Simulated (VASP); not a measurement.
**Ge: single point with PBE**

The system is Ge.

```
Ge
1.0
     3.99759    0.00000    0.00000
    -1.99879    3.46201    0.00000
     0.00000    0.00000    6.59938
Ge
4
Direct
  0.33333 0.66667 0.93710
  0.66667 0.33333 0.43710
  0.33333 0.66667 0.56290
  0.66667 0.33333 0.06290
```

This isn't the form of Ge at room conditions, which is diamond.

```yaml
Program: VASP 6.6.1
Task: single point
Functional: PBE
Potentials_or_basis: VASP PAW PBE potentials, release 64 (Ge_d)
Cutoff: 520 eV
k_mesh: 8 × 8 × 4
Occupations: gaussian, width 0.013 eV
Spin: no spin polarisation
```

```yaml
Pressure: 2.9 GPa
Largest_force: 0.019 eV/Å
Band_gap_on_the_k_mesh: 0.12 eV
```

Forces on the atoms (eV/Å):
```
Ge   0.000  0.000 -0.019
Ge   0.000  0.000 -0.019
Ge   0.000  0.000  0.019
Ge   0.000  0.000  0.019
```

Stress tensor (GPa, compression positive):
```
2.99 0.00 0.00
0.00 2.99 0.00
0.00 0.00 2.77
```

Levels at points of the mesh, in eV from the valence-band top:
| k point | band 26 | band 27 | band 28 | band 29 | band 30 | band 31 |
| --- | --- | --- | --- | --- | --- | --- |
| (0.00, 0.00, 0.00) | -0.15 | -0.07 | 0.00 | 0.12 | 0.12 | 2.27 |
| (0.50, 0.00, 0.00) | -3.06 | -2.80 | -1.44 | 0.55 | 1.66 | 3.58 |
| (0.00, 0.00, 0.50) | -0.85 | -0.85 | -0.85 | 0.70 | 0.70 | 3.38 |
| (0.50, 0.00, 0.50) | -2.54 | -2.40 | -2.40 | 0.54 | 0.54 | 2.13 |

It took 42 s on 1 thread of Intel(R) Xeon(R) 6975P-C (Granite Rapids), with other jobs on the host, peak memory 0.23 GiB.

A k mesh can miss the band edges.
